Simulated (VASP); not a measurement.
# Sr3Os in VASP: further runs

Sr3Os is run at these levels: PBE; tasks: single point, relaxation of cell and atoms.

Everything below comes from runs of VASP 6.6.1. Logs are shortened: lines on timing, memory, paths and dates and some standing lists are left out, and cuts for length are marked.

### 1 The cell of the first run

Symmetry: Pm-3m, No. 221, cubic system. The conventional cell has a = 5.002 Å, b = 5.002 Å, c = 5.002 Å, α = 90.00°, β = 90.00°, γ = 90.00°. Sr (site symmetry 4/mmm) has 8 Sr at 3.54 Å and 4 Os at 3.54 Å within 4.6 Å. Os (site symmetry m-3m) has 12 Sr at 3.54 Å within 4.6 Å.

### 2 Single point, PBE

INCAR reads:

```
SYSTEM = Sr3Os
PREC     = Accurate       ! precision mode
ENCUT    = 520            ! plane-wave cutoff, eV
EDIFF    = 1E-6           ! SCF threshold, eV
ISMEAR   = 0              ! smearing method
SIGMA    = 0.1            ! smearing width, eV
LREAL    = .False.        ! projectors in reciprocal space
LASPH    = .True.         ! aspherical terms in the spheres
NELM     = 80             ! most SCF steps
ALGO     = Fast           ! electronic algorithm
ISIF     = 2              ! what is computed and relaxed
LWAVE    = .False.        ! write WAVECAR
LCHARG   = .False.        ! write CHGCAR
GGA      = PE             ! functional
NBANDS   = 27             ! bands
```

KPOINTS reads:

```
Automatic mesh
0
Gamma
  10 10 10
  0 0 0
```

POSCAR reads:

```
Sr3Os
1.0
    5.0021771502      0.0000000000      0.0000000000
    0.0000000000      5.0021771502      0.0000000000
    0.0000000000      0.0000000000      5.0021771502
Sr Os
3 1
Direct
    0.0000000000      0.5000000000      0.5000000000
    0.5000000000      0.0000000000      0.5000000000
    0.5000000000      0.5000000000      0.0000000000
    0.0000000000      0.0000000000      0.0000000000
```

Potentials or basis: VASP PAW PBE potentials, release 64 (Sr_sv, Os).

Launch:

```
$ cat potpaw_PBE.64/Sr_sv/POTCAR potpaw_PBE.64/Os/POTCAR > POTCAR
$ mpirun -np 1 vasp_std > vasp.out
```

OUTCAR:

```text
SYSTEM = Sr3Os
   PREC = Accurate
   ENCUT = 520
   EDIFF = 1E-6
   ISMEAR = 0
   LREAL = .False.
   LASPH = .True.
   NELM = 80
   ISIF = 2
   GGA = PE

 ion  position               nearest neighbor table
   1  0.000  0.500  0.500-   2 3.54   3 3.54   4 3.54   3 3.54   4 3.54   2 3.54   4 3.54   4 3.54
                             2 3.54   3 3.54   3 3.54   2 3.54
   2  0.500  0.000  0.500-   1 3.54   3 3.54   4 3.54   3 3.54   4 3.54   1 3.54   3 3.54   3 3.54
                             1 3.54   4 3.54   4 3.54   1 3.54
   3  0.500  0.500  0.000-   1 3.54   2 3.54   4 3.54   1 3.54   2 3.54   2 3.54   4 3.54   2 3.54
                             1 3.54   4 3.54   1 3.54   4 3.54
   4  0.000  0.000  0.000-   1 3.54   2 3.54   3 3.54   1 3.54   2 3.54   1 3.54   3 3.54   1 3.54
                             2 3.54   3 3.54   2 3.54   3 3.54

  LATTYP: Found a simple cubic cell.
 ALAT       =     5.0021771502

  Lattice vectors:

 A1 = (   5.0021771502,   0.0000000000,   0.0000000000)
 A2 = (   0.0000000000,   5.0021771502,   0.0000000000)
 A3 = (   0.0000000000,   0.0000000000,   5.0021771502)

Analysis of symmetry for initial positions (statically):
=====================================================================
 Subroutine PRICEL returns:
 Original cell was already a primitive cell.

 Routine SETGRP: Setting up the symmetry group for a
 simple cubic supercell.

 Subroutine GETGRP returns: Found 48 space group operations
 (whereof 48 operations were pure point group operations)
 out of a pool of 48 trial point group operations.

The static configuration has the point symmetry O_h .

Analysis of symmetry for dynamics (positions and initial velocities):
=====================================================================
 Subroutine PRICEL returns:
 Original cell was already a primitive cell.

 Routine SETGRP: Setting up the symmetry group for a
 simple cubic supercell.

 Subroutine GETGRP returns: Found 48 space group operations
 (whereof 48 operations were pure point group operations)
 out of a pool of 48 trial point group operations.

The dynamic configuration has the point symmetry O_h .

 Subroutine INISYM returns: Found 48 space group operations
 (whereof 48 operations are pure point group operations),
 and found     1 'primitive' translations

----------------------------------------------------------------------------------------

                                     Primitive cell

  volume of cell :     125.1634

  direct lattice vectors                    reciprocal lattice vectors
     5.002177150  0.000000000  0.000000000     0.199912952  0.000000000  0.000000000
     0.000000000  5.002177150  0.000000000     0.000000000  0.199912952  0.000000000
     0.000000000  0.000000000  5.002177150     0.000000000  0.000000000  0.199912952

  length of vectors
     5.002177150  5.002177150  5.002177150     0.199912952  0.199912952  0.199912952

  position of ions in fractional coordinates (direct lattice)
     0.000000000  0.500000000  0.500000000
     0.500000000  0.000000000  0.500000000
     0.500000000  0.500000000  0.000000000
     0.000000000  0.000000000  0.000000000

  ion indices of the primitive-cell ions
   primitive index   ion index
                 1           1
                 2           2
                 3           3
                 4           4

----------------------------------------------------------------------------------------

 KPOINTS: Automatic mesh

Automatic generation of k-mesh.
 Grid dimensions read from file:
 generate k-points for:   10   10   10

 Generating k-lattice:

  Cartesian coordinates                     Fractional coordinates (reciprocal lattice)
     0.019991295  0.000000000  0.000000000     0.100000000  0.000000000  0.000000000
     0.000000000  0.019991295  0.000000000     0.000000000  0.100000000  0.000000000
     0.000000000  0.000000000  0.019991295     0.000000000  0.000000000  0.100000000

  Length of vectors
     0.019991295  0.019991295  0.019991295

  Shift w.r.t. Gamma in fractional coordinates (k-lattice)
     0.000000000  0.000000000  0.000000000

 Subroutine IBZKPT returns following result:
 ===========================================

 Found     56 irreducible k-points:

 Following reciprocal coordinates:
            Coordinates               Weight
  0.000000  0.000000  0.000000      1.000000
  0.100000  0.000000  0.000000      6.000000
  0.200000  0.000000  0.000000      6.000000
  0.300000  0.000000  0.000000      6.000000
  0.400000  0.000000  0.000000      6.000000
  0.500000  0.000000  0.000000      3.000000
[... 16 lines left out ...]
  0.200000  0.100000  0.100000     24.000000
  0.300000  0.100000  0.100000     24.000000
 [... further k-points ...]
   k-points           NKPTS =     56   k-points in BZ     NKDIM =     56   number of bands    NBANDS=     27
   number of dos      NEDOS =    301   number of ions     NIONS =      4
   total plane-waves  NPLWV =  64000
[... 39 lines left out ...]
   LORBIT       =      0    0 simple, 1 ext, 2 COOP (PROOUT), +10 PAW based schemes
   GGA     = PE    functional components
   LHFCALC =     F    Hartree Fock is set to
   AEXX    =    0.0000 exact exchange contribution
   IVDW    =     0    specifies the selected vdW correction
   LEPSILON=     F    determine dielectric tensor
   LRPA    =     F    only Hartree local field effects (RPA)
 non-spin polarized calculation
 RMM-DIIS sequential band-by-band and
 Gauss-broadening in eV      SIGMA  =   0.10
  energy-cutoff  :      520.00
  volume of cell :      125.16
 maximum number of plane-waves:      3407
 NGX is ok and might be reduce to    40
   NGX = 19   NGY = 19   NGZ = 19

 number of electron      38.0000002 magnetization

 Free energy of the ion-electron system (eV)
  ---------------------------------------------------
  ext. energy  EPLUGINS =         0.00000000
  ---------------------------------------------------
  free energy    TOTEN  =       -13.23213801 eV

  energy without entropy =      -13.22151337  energy(sigma->0) =      -13.22682569

 E-fermi :   3.2261     XC(G=0):  -9.3504

 val. band max:        3.2230310699   @ k =   0.5000   0.4000   0.1000
 cond. band min:       3.2362140141   @ k =   0.5000   0.3000   0.3000
 fundamental gap:      0.0131829443
 Fermi energy:         3.2261023769

 k-point     1 :       0.0000    0.0000    0.0000
  band No.  band energies     occupation
      1     -32.4899      2.00000
      2     -32.3333      2.00000
      3     -32.3333      2.00000
      4     -14.9124      2.00000
      5     -14.9124      2.00000
      6     -14.9124      2.00000
[... 19 lines left out ...]
     26       6.1038      0.00000
     27       6.1038      0.00000

 k-point     2 :       0.1000    0.0000    0.0000
  band No.  band energies     occupation
      1     -32.4865      2.00000
      2     -32.3367      2.00000
      3     -32.3332      2.00000
      4     -14.9028      2.00000
      5     -14.9028      2.00000
      6     -14.8980      2.00000
[... 19 lines left out ...]
     26       6.0163      0.00000
     27       6.3616      0.00000

 k-point     3 :       0.2000    0.0000    0.0000
  band No.  band energies     occupation
      1     -32.4767      2.00000
      2     -32.3464      2.00000
      3     -32.3331      2.00000
      4     -14.8762      2.00000
      5     -14.8762      2.00000
      6     -14.8555      2.00000
[... 19 lines left out ...]
     26       6.0658      0.00000
     27       6.4658      0.00000

 k-point     4 :       0.3000    0.0000    0.0000
  band No.  band energies     occupation
      1     -32.4622      2.00000
      2     -32.3610      2.00000
      3     -32.3330      2.00000
      4     -14.8390      2.00000
      5     -14.8390      2.00000
      6     -14.7877      2.00000
[... 19 lines left out ...]
     26       6.2579      0.00000
     27       6.4448      0.00000
[... 516 lines left out ...]
      4     -14.9310      2.00000
      5     -14.8545      2.00000
      6     -14.8545      2.00000
[... 19 lines left out ...]
     26       6.4114      0.00000
     27       6.4114      0.00000

 k-point    23 :       0.2000    0.1000    0.1000
  band No.  band energies     occupation
      1     -32.4706      2.00000
      2     -32.3475      2.00000
      3     -32.3381      2.00000
      4     -14.9326      2.00000
      5     -14.8284      2.00000
      6     -14.7899      2.00000
[... 19 lines left out ...]
     26       6.4131      0.00000
     27       6.4196      0.00000

 k-point    24 :       0.3000    0.1000    0.1000
  band No.  band energies     occupation
      1     -32.4566      2.00000
      2     -32.3615      2.00000
      3     -32.3379      2.00000
      4     -14.9144      2.00000
      5     -14.7911      2.00000
      6     -14.7149      2.00000
[... 19 lines left out ...]
     26       6.3242      0.00000
     27       6.4650      0.00000

 [... further k-points ...]

------------------------ aborting loop because EDIFF is reached ----------------------------------------

  FORCE on cell =-STRESS in cart. coord.  units (eV):
  Direction    XX          YY          ZZ          XY          YZ          ZX
  --------------------------------------------------------------------------------------
  -------------------------------------------------------------------------------------
  Total        0.1088868      0.1088868      0.1088868      0.0000000     -0.0000000     -0.0000000
  in kB        1.3938268      1.3938268      1.3938268      0.0000000     -0.0000000     -0.0000000
  external PRESSURE =       1.3938268 kB  Pullay stress =       0.0000000 kB

 VOLUME and BASIS-vectors are now :
 -----------------------------------------------------------------------------
  energy-cutoff  :      520.00
  volume of cell :      125.16
      direct lattice vectors                 reciprocal lattice vectors
     5.002177150  0.000000000  0.000000000     0.199912952  0.000000000  0.000000000
     0.000000000  5.002177150  0.000000000     0.000000000  0.199912952  0.000000000
     0.000000000  0.000000000  5.002177150     0.000000000  0.000000000  0.199912952

 POSITION                                       TOTAL-FORCE (eV/Angst)
 -----------------------------------------------------------------------------------
      0.00000      2.50109      2.50109         0.000000      0.000000      0.000000
      2.50109      0.00000      2.50109         0.000000      0.000000      0.000000
      2.50109      2.50109      0.00000         0.000000      0.000000      0.000000
      0.00000      0.00000      0.00000         0.000000      0.000000      0.000000
 -----------------------------------------------------------------------------------
    total drift:                                0.000000     -0.000000     -0.000000

  FREE ENERGIE OF THE ION-ELECTRON SYSTEM (eV)
  ---------------------------------------------------
  free  energy   TOTEN  =       -13.2321380062 eV

  energy  without entropy=      -13.2215133706  energy(sigma->0) =      -13.22682569
```

Wall time 8.3 min (1 thread of Intel Xeon 8259CL, shared host); peak memory 0.36 GiB.

Results:

```yaml
Free_energy: -13.2321 eV
Pressure: 0.1 GPa
Band_gap_on_the_k_mesh: zero (bands 19 and 20 overlap by 1.35 eV)
```

Caveat: spin-orbit coupling is left out, which moves the levels of the heavy elements.

### 3 Relaxation of cell and atoms, PBE

This run uses another cell than the first one, of 26.55 Å³/atom.

INCAR reads:

```
SYSTEM = Sr3Os
ALGO = Fast ; EDIFF = 1E-6
EDIFFG = -0.04 ; ENCUT = 600
GGA = PE ; IBRION = 2
ISIF = 3 ; ISMEAR = 0
LASPH = .TRUE. ; LCHARG = .FALSE.
LREAL = .FALSE. ; LWAVE = .FALSE.
NELM = 80 ; NSW = 90
PREC = Accurate ; SIGMA = 0.1
```

KPOINTS reads:

```
k-points
0
G
  4 4 4
  0 0 0
```

POSCAR reads:

```
Sr3Os
1.0
    4.7517003175      0.0000000000      0.0000000000
    0.0000000000      4.7517003175      0.0000000000
    0.0000000000      0.0000000000      4.7028594703
Sr Os
3 1
Direct
    0.0000000000      0.5000000000      0.5000000000
    0.5000000000      0.0000000000      0.5000000000
    0.5000000000      0.5000000000      0.0000000000
    0.0000000000      0.0000000000      0.0000000000
```

Potentials or basis: VASP PAW PBE potentials, release 64 (Sr_sv, Os).

Launch:

```
$ cat potpaw_PBE.64/Sr_sv/POTCAR potpaw_PBE.64/Os/POTCAR > POTCAR
$ mpirun -np 1 vasp_std > vasp.out
```

It took 6.5 min on 1 thread of Intel Xeon 8259CL, shared host; peak memory 0.28 GiB.

It converged, with:

```
Free energy                           : -13.2199 eV
Relaxed volume                        : 31.40 Å³/atom
Relaxed cell                          : a = 5.020 Å, b = 5.020 Å, c = 4.983 Å, α = 90.00°, β = 90.00°, γ = 90.00°
Space group after relaxing (to 0.1 Å) : Pm-3m (No. 221)
Energy gained by relaxing             : 93.0 meV/atom
Ionic steps                           : 3
Pressure after relaxing               : -0.1 GPa
Band gap on the k mesh                : zero (bands 19 and 20 overlap by 1.29 eV)
```

Stress tensor (GPa, compression positive):
```
-0.14  0.00  0.00
 0.00 -0.14  0.00
 0.00  0.00  0.09
```

The path:
```tsv
step	energy change (eV)	largest force (eV/Å)	pressure (GPa)	volume (Å³)
1	0.0000	0.0000	7.02	106.18
2	-0.3719	0.0000	0.12	125.08
3	-0.3721	0.0000	-0.06	125.60
```

Final structure:
```xyz
4
Lattice="5.0204 0.0000 0.0000 0.0000 5.0204 0.0000 0.0000 0.0000 4.9831" Properties=species:S:1:pos:R:3 pbc="T T T"
Sr    0.0000    2.5102    2.4916
Sr    2.5102    0.0000    2.4916
Sr    2.5102    2.5102    0.0000
Os    0.0000    0.0000    0.0000
```

Levels at points of the mesh, in eV from the Fermi level:
| k point | band 15 | band 16 | band 17 | band 18 | band 19 | band 20 | band 21 | band 22 | band 23 |
| --- | --- | --- | --- | --- | --- | --- | --- | --- | --- |
| (0.00, 0.00, 0.00) | -1.59 | -1.59 | -1.04 | -1.03 | -1.03 | 1.79 | 1.79 | 1.82 | 2.75 |
| (0.50, 0.00, 0.00) | -1.00 | -0.72 | -0.47 | -0.45 | -0.31 | -0.18 | 1.07 | 1.13 | 1.27 |
| (0.50, 0.50, 0.00) | -0.69 | -0.69 | -0.54 | -0.46 | -0.46 | -0.01 | 0.28 | 0.95 | 1.70 |
| (0.00, 0.00, 0.50) | -0.98 | -0.72 | -0.46 | -0.46 | -0.28 | -0.16 | 1.08 | 1.08 | 1.28 |
| (0.50, 0.00, 0.50) | -0.67 | -0.67 | -0.53 | -0.48 | -0.48 | 0.00 | 0.30 | 0.90 | 1.66 |
| (0.50, 0.50, 0.50) | -1.57 | -1.57 | -0.17 | -0.15 | 1.11 | 1.11 | 1.16 | 1.40 | 1.40 |

Caveat: the volume moved by over 15 % at a fixed basis, so the end points are rough; spin-orbit coupling is left out, which moves the levels of the heavy elements.

### 4 Relaxation of cell and atoms, PBE

This run uses another cell than the first one, of 31.09 Å³/atom.

INCAR reads:

```
SYSTEM = Sr3Os
PREC = Accurate
ENCUT = 600
EDIFF = 1E-6
ISMEAR = 0
SIGMA = 0.1
LREAL = .FALSE.
LASPH = .TRUE.
NELM = 80
ALGO = Fast
ISIF = 3
LWAVE = .FALSE.
LCHARG = .FALSE.
GGA = PE
IBRION = 2
NSW = 100
EDIFFG = -0.01
```

KPOINTS reads:

```
Automatic mesh
0
G
  10 10 10
  0 0 0
```

POSCAR reads:

```
Sr3Os
1.0
    4.9915580813      0.0000000000      0.0000000000
    0.0000000000      4.9915580813      0.0000000000
    0.0000000000      0.0000000000      4.9915580813
Sr Os
3 1
Direct
    0.0000000000      0.5000000000      0.5000000000
    0.5000000000      0.0000000000      0.5000000000
    0.5000000000      0.5000000000      0.0000000000
    0.0000000000      0.0000000000      0.0000000000
```

Launch:

```
$ cat potpaw_PBE.64/Sr_sv/POTCAR potpaw_PBE.64/Os/POTCAR > POTCAR
$ mpirun -np 1 vasp_std > vasp.out
```

Wall time 12 min (1 thread of Intel Xeon 8259CL, shared host); peak memory 0.39 GiB.

The run converged. Its results:

```
Free energy                           : -13.2323 eV
Relaxed volume                        : 31.40 Å³/atom
Relaxed cell                          : a = 5.008 Å, b = 5.008 Å, c = 5.008 Å, α = 90.00°, β = 90.00°, γ = 90.00°
Space group after relaxing (to 0.1 Å) : Pm-3m (No. 221)
Energy gained by relaxing             : 0.4 meV/atom
Ionic steps                           : 2
Pressure after relaxing               : 0.0 GPa
Band gap on the k mesh                : zero (bands 19 and 20 overlap by 1.34 eV)
```

The path:
| step | energy change (eV) | largest force (eV/Å) | pressure (GPa) | volume (Å³) |
| --- | --- | --- | --- | --- |
| 1 | 0.0000 | 0.0000 | 0.35 | 124.37 |
| 2 | -0.0015 | 0.0000 | 0.05 | 125.60 |

Final structure:
```cif
data_structure
_symmetry_space_group_name_H-M 'P 1'
_symmetry_Int_Tables_number 1
_cell_length_a 5.0079
_cell_length_b 5.0079
_cell_length_c 5.0079
_cell_angle_alpha 90.000
_cell_angle_beta 90.000
_cell_angle_gamma 90.000
_cell_volume 125.60
loop_
_atom_site_label
_atom_site_type_symbol
_atom_site_fract_x
_atom_site_fract_y
_atom_site_fract_z
_atom_site_occupancy
Sr1 Sr 0.00000 0.50000 0.50000 1
Sr2 Sr 0.50000 0.00000 0.50000 1
Sr3 Sr 0.50000 0.50000 0.00000 1
Os1 Os 0.00000 0.00000 0.00000 1
```

Levels at points of the mesh, in eV from the Fermi level:
```
           k point  band 15  band 16  band 17  band 18  band 19  band 20  band 21  band 22  band 23
(0.00, 0.00, 0.00)    -1.66    -1.66    -1.11    -1.11    -1.11     1.73     1.73     1.73     2.70
(0.50, 0.00, 0.00)    -1.07    -0.80    -0.54    -0.54    -0.37    -0.26     1.03     1.03     1.21
(0.50, 0.50, 0.00)    -0.74    -0.74    -0.62    -0.55    -0.55    -0.09     0.23     0.85     1.55
(0.50, 0.50, 0.50)    -1.65    -1.65    -0.25    -0.25     1.05     1.05     1.06     1.33     1.33
```

Caveat: spin-orbit coupling is left out, which moves the levels of the heavy elements.

### 5 Summary

```tsv
task	cell	k mesh	cutoff (eV)	gap on the mesh (eV)	pressure (GPa)	relaxed volume (Å³/atom)
single point	a = 5.002 Å, 4 atoms	10 × 10 × 10	520	none	0.1	-
relaxation of cell and atoms	relaxed from a = 4.752, b = 4.752, c = 4.703 Å, 4 atoms	4 × 4 × 4	600	none	-0.1	31.40
relaxation of cell and atoms	relaxed from a = 4.992 Å, 4 atoms	10 × 10 × 10	600	none	0.0	31.40
```

Alike in all rows: level PBE; potentials or basis VASP PAW PBE potentials, release 64 (Sr_sv, Os); no spin polarisation; smearing gaussian 0.1 eV.

Caveats: spin-orbit coupling is left out, which moves the levels of the heavy elements; the volume moved by over 15 % at a fixed basis, so the end points are rough (at least some runs).

Total energies depend on the potentials used, so only differences within one code and one set of settings carry meaning.
